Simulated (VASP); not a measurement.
Runs of VASP 6.6.1 on Bi2Te3. The structure is that of space group R3m (No. 160), or close to it. The cells are those of the table. 

```tsv
task	cell	gap on the mesh (eV)	pressure (GPa)	largest force (eV/Å)
single point	a = 10.558 Å, angles 24.1°, 5 atoms	none	(a)	1.11
single point	a = 10.305, b = 10.257, c = 10.244 Å, angles 24.8, 24.9, 24.8°, 5 atoms	none	-1.8	1.16
single point	a = 10.365 Å, angles 24.6°, 5 atoms	none	-2.3	1.15
electric field gradients	a = 10.076 Å, angles 25.3°, 5 atoms	none	-0.8	1.18
```

Alike in all rows: level LDA; potentials or basis VASP PAW LDA potentials, release 64 (Bi_d, Te); no spin polarisation; k mesh 8 × 8 × 8; cutoff (eV) 520; smearing fermi-dirac 0.08 eV.

Q: Estimate the missing entries.

A: (a) -3.1.

Caveats: spin-orbit coupling is left out, which moves the levels of the heavy elements; forces of over 1 eV/Å act on the atoms, so gaps and moduli don't describe the material at rest; the cell stands under tension (at least some runs).

A k mesh can miss the band edges, and the runs leave out spin-orbit coupling on Bi, Te.

A gap of «none» marks levels without a gap at the run's occupations.
